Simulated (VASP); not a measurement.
# Al3N (Aem2) in VASP: further runs, part 2 of 2

VASP 6.6.1.

## Step 3: Relaxation of cell and atoms, PBE

File INCAR:

```
  ALGO = Normal
  EDIFF = 1E-6
  EDIFFG = -0.1
  ENCUT = 600
  GGA = PE
  IBRION = 2
  ISIF = 3
  ISMEAR = 0
  LASPH = T
  LCHARG = F
  LREAL = F
  LWAVE = F
  NELM = 80
  NSW = 100
  PREC = Accurate
  SIGMA = 0.1
```

File KPOINTS:

```
k-points
0
Gamma
  8 8 8
```

File POSCAR:

```
Al3N
1.0
    5.0090810950      0.0000000000      0.0000000000
    0.0000000000      4.5030968778      2.6186201494
    0.0000000000     -4.5030968778      2.6186201494
Al N
6 2
Direct
    0.7684642013      0.1294771131      0.9936543214
    0.7684642013      0.4936543214      0.6294771131
    0.2315357987      0.6294771131      0.4936543214
    0.2315357987      0.9936543214      0.1294771131
    0.2839579769      0.2864879718      0.7864879718
    0.7160420231      0.7864879718      0.2864879718
    0.6348983205      0.4290328773      0.9290328773
    0.3651016795      0.9290328773      0.4290328773
```

Potentials or basis: VASP PAW PBE potentials, release 64 (Al, N).

The run is started by

```bash
$ cat potpaw_PBE.64/Al/POTCAR potpaw_PBE.64/N/POTCAR > POTCAR
$ mpirun -np 1 vasp_std > vasp.out
```

OUTCAR:

```text
EDIFF = 1E-6
   EDIFFG = -0.1
   ENCUT = 600
   GGA = PE
   IBRION = 2
   ISIF = 3
   ISMEAR = 0
   LASPH = T
   LREAL = F
   NELM = 80
   NSW = 100
   PREC = Accurate

 ion  position               nearest neighbor table
   1  0.768  0.129  0.994-   7 1.87   4 2.62   6 2.88   2 2.89   2 2.89   5 2.93   4 2.95   6 2.99
                             5 3.06   6 3.21   2 3.28
   2  0.768  0.494  0.629-   7 1.87   3 2.62   6 2.88   1 2.89   1 2.89   5 2.93   3 2.95   6 2.99
                             5 3.06   6 3.21   1 3.28
   3  0.232  0.629  0.494-   8 1.87   2 2.62   5 2.88   4 2.89   4 2.89   6 2.93   2 2.95   5 2.99
                             6 3.06   5 3.21   4 3.28
   4  0.232  0.994  0.129-   8 1.87   1 2.62   5 2.88   3 2.89   3 2.89   6 2.93   1 2.95   5 2.99
                             6 3.06   5 3.21   3 3.28
   5  0.284  0.286  0.786-   7 1.91   8 1.92   3 2.88   4 2.88   1 2.93   2 2.93   4 2.99   3 2.99
                             1 3.06   2 3.06   4 3.21   3 3.21
   6  0.716  0.786  0.286-   8 1.91   7 1.92   1 2.88   2 2.88   3 2.93   4 2.93   2 2.99   1 2.99
                             3 3.06   4 3.06   2 3.21   1 3.21
   7  0.635  0.429  0.929-   1 1.87   2 1.87   5 1.91   6 1.92
[... 421 lines left out ...]

 E-fermi :   7.3149     XC(G=0): -10.1488

 val. band max:        7.3107125744   @ k =   0.1250   0.3750   0.2500
 cond. band min:       7.3434667529   @ k =   0.0000   0.2500   0.2500
 fundamental gap:      0.0327541785
 Fermi energy:         7.3148747075

 k-point     1 :       0.0000    0.0000    0.0000
  band No.  band energies     occupation
      1      -9.0810      2.00000
      2      -7.8593      2.00000
      3      -0.8792      2.00000
      4       0.3274      2.00000
      5       0.7049      2.00000
      6       1.4521      2.00000
[... 505 lines left out ...]
      6       0.6413      2.00000
[... 11 lines left out ...]
     18      10.2173      0.00000
     19      11.0723      0.00000

 [... further k-points ...]
[... 5 lines left out ...]
  --------------------------------------------------------------------------------------
  -------------------------------------------------------------------------------------
  Total       -0.1200321     -0.0901900      0.0527824      0.0000000      0.0000000      0.0000000
  in kB       -1.6333192     -1.2272473      0.7182285      0.0000000      0.0000000      0.0000000
  external PRESSURE =      -0.7141127 kB  Pullay stress =       0.0000000 kB
[... 23 lines left out ...]
  FREE ENERGIE OF THE ION-ELECTRON SYSTEM (eV)
  ---------------------------------------------------
  free  energy   TOTEN  =       -41.1772962073 eV

  energy  without entropy=      -41.1665065887  energy(sigma->0) =      -41.17190140

 reached required accuracy - stopping structural energy minimisation
```

OSZICAR:

```text
N       E                     dE             d eps       ncg     rms          rms(c)
DAV:   1     0.945045851137E+02    0.94505E+02   -0.12415E+04  3990   0.138E+03
DAV:   2    -0.342892547635E+02   -0.12879E+03   -0.12518E+03  5250   0.213E+02
[... 45 lines left out ...]
       N       E                     dE             d eps       ncg     rms          rms(c)
DAV:   1    -0.411770208814E+02   -0.11845E-02   -0.26581E-01  3993   0.400E+00    0.749E-02
DAV:   2    -0.411773547143E+02   -0.33383E-03   -0.43998E-03  4544   0.411E-01    0.480E-02
DAV:   3    -0.411773095271E+02    0.45187E-04   -0.64331E-05  5150   0.660E-02    0.286E-02
DAV:   4    -0.411772949421E+02    0.14585E-04   -0.78682E-05  4330   0.615E-02    0.638E-03
DAV:   5    -0.411772963095E+02   -0.13674E-05   -0.18637E-05  4200   0.295E-02    0.491E-03
DAV:   6    -0.411772962073E+02    0.10220E-06   -0.26246E-07  2121   0.395E-03
   6 F= -.41177296E+02 E0= -.41171901E+02  d E =-.145949E-02
```

CONTCAR:

```text
Al3N
   1.00000000000000
     5.0408987745716276    0.0000000000000000    0.0000000000000000
     0.0000000000000000    4.5368234215039038    2.5742290613665388
     0.0000000000000000   -4.5368234215039038    2.5742290613665388
  Al              N
     6     2
Direct
     0.7664616401385635    0.1296656555871618    0.9962468832190894
     0.7664616401385635    0.4962468832190895    0.6296656555871618
     0.2335383598614365    0.6296656555871618    0.4962468832190895
     0.2335383598614365    0.9962468832190894    0.1296656555871618
     0.2842254290741941    0.2885615459590253    0.7885615459590252
     0.7157745709258059    0.7885615459590252    0.2885615459590253
     0.6377210356616687    0.4241781988347290    0.9241781988347291
     0.3622789643383312    0.9241781988347291    0.4241781988347290

  0.00000000E+00  0.00000000E+00  0.00000000E+00
  0.00000000E+00  0.00000000E+00  0.00000000E+00
  0.00000000E+00  0.00000000E+00  0.00000000E+00
  0.00000000E+00  0.00000000E+00  0.00000000E+00
  0.00000000E+00  0.00000000E+00  0.00000000E+00
  0.00000000E+00  0.00000000E+00  0.00000000E+00
  0.00000000E+00  0.00000000E+00  0.00000000E+00
  0.00000000E+00  0.00000000E+00  0.00000000E+00
```

It took 7.6 min on 1 thread of AMD EPYC 9R45 (Zen 5), shared host; peak memory 0.38 GiB.

What came out:

```
Free energy                            : -41.1773 eV
Relaxed volume                         : 14.72 Å³/atom
Relaxed cell                           : a = 5.041 Å, b = 5.216 Å, c = 5.216 Å, α = 120.86°, β = 90.00°, γ = 90.00°
Space group after relaxing (to 0.05 Å) : Aem2 (No. 39)
Energy gained by relaxing              : 1.9 meV/atom
Ionic steps                            : 6
Pressure after relaxing                : -0.1 GPa
Largest force after relaxing           : 0.079 eV/Å
Band gap on the k mesh                 : zero (band 14 reaches 8.33 eV, above the bottom of band 15 at 6.80 eV)
```

Forces on the atoms (eV/Å):
```
Al   0.006 -0.040  0.011
Al   0.006  0.040  0.011
Al  -0.006 -0.040  0.011
Al  -0.006  0.040  0.011
Al   0.042  0.000 -0.025
Al  -0.042  0.000 -0.025
N    0.079  0.000  0.002
N   -0.079  0.000  0.002
```

Stress tensor (GPa, compression positive):
```
-0.16  0.00  0.00
 0.00 -0.12  0.00
 0.00  0.00  0.07
```

Step by step:
```csv
step,energy change (eV),largest force (eV/Å),pressure (GPa),volume (Å³)
1,0.0000,0.0726,-0.05,118.13
2,-0.0060,0.1436,-0.08,118.05
3,-0.0071,0.2155,-0.10,118.00
4,-0.0112,0.1459,-0.01,117.85
5,-0.0137,0.1037,0.13,117.61
6,-0.0151,0.0794,-0.07,117.74
```

Final structure:
```cif
data_structure
_symmetry_space_group_name_H-M 'P 1'
_symmetry_Int_Tables_number 1
_cell_length_a 5.0409
_cell_length_b 5.2163
_cell_length_c 5.2163
_cell_angle_alpha 120.858
_cell_angle_beta 90.000
_cell_angle_gamma 90.000
_cell_volume 117.74
loop_
_atom_site_label
_atom_site_type_symbol
_atom_site_fract_x
_atom_site_fract_y
_atom_site_fract_z
_atom_site_occupancy
Al1 Al 0.76646 0.12967 0.99625 1
Al2 Al 0.76646 0.49625 0.62967 1
Al3 Al 0.23354 0.62967 0.49625 1
Al4 Al 0.23354 0.99625 0.12967 1
Al5 Al 0.28423 0.28856 0.78856 1
Al6 Al 0.71577 0.78856 0.28856 1
N1 N 0.63772 0.42418 0.92418 1
N2 N 0.36228 0.92418 0.42418 1
```

Levels at points of the mesh, in eV from the Fermi level:
```csv
k point,band 11,band 12,band 13,band 14,band 15,band 16,band 17,band 18
"(0.00, 0.00, 0.00)",-2.44,-2.04,-1.74,-0.32,-0.22,0.71,1.37,1.52
"(0.50, 0.00, 0.00)",-2.45,-2.30,-1.86,-1.38,0.20,0.85,1.51,2.16
"(0.00, 0.50, 0.00)",-2.46,-2.46,-0.69,-0.69,0.23,0.23,2.11,2.11
"(0.50, 0.50, 0.00)",-2.61,-2.61,-0.65,-0.65,1.73,1.73,3.19,3.19
"(0.00, 0.50, 0.50)",-3.50,-2.32,-1.99,-1.25,1.02,1.95,2.02,2.05
"(0.50, 0.50, 0.50)",-2.00,-1.25,-1.16,-0.30,0.09,0.63,2.73,3.15
```

Caveat: the relaxation stopped at a loose force limit of 0.1 eV/Å, so its end isn't a converged minimum.
